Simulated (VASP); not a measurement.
Set up this calculation in VASP 6.6.1, as the native input.

* Task: single point
* Functional: PBE
* Potentials or basis: VASP PAW PBE potentials, release 64 (Bi_d)
* Cutoff: 520 eV
* k mesh: 5 × 5 × 5
* Occupations: fermi-dirac, width 0.06 eV
* Spin: no spin polarisation
* Dipole correction: no
* Further INCAR settings: ALGO = Normal; EDIFF = 1e-07; NBANDS = 14

The structure of Bi lies in POSCAR:

```
Bi
1.0
   -1.9814305318      1.9814305318      1.9814305318
    1.9814305318     -1.9814305318      1.9814305318
    1.9814305318      1.9814305318     -1.9814305318
Bi
1
Direct
    0.0000000000      0.0000000000      0.0000000000
```

These files were run (other wordings do the same):

INCAR

```
PREC = Accurate ; ENCUT = 520
EDIFF = 1E-7 ; ISMEAR = -1
SIGMA = 0.06 ; LREAL = F
LASPH = T ; NELM = 80
ALGO = Normal ; ISIF = 2
LWAVE = F ; LCHARG = F
GGA = PE ; NBANDS = 14
```

KPOINTS

```
Automatic mesh
0
Gamma
  5 5 5
```

Potentials or basis: VASP PAW PBE potentials, release 64 (Bi_d).

Run with:

```sh
$ cat potpaw_PBE.64/Bi_d/POTCAR > POTCAR
$ mpirun -np 1 vasp_std > vasp.out
```

Results of the run:

```
Pressure : 0.9 GPa
```

Caveat: the k points lie up to 0.45 Å⁻¹ apart.

It took 3.3 s on 1 thread of Intel(R) Xeon(R) 6975P-C (Granite Rapids) (shared host), peak memory 0.15 GiB.
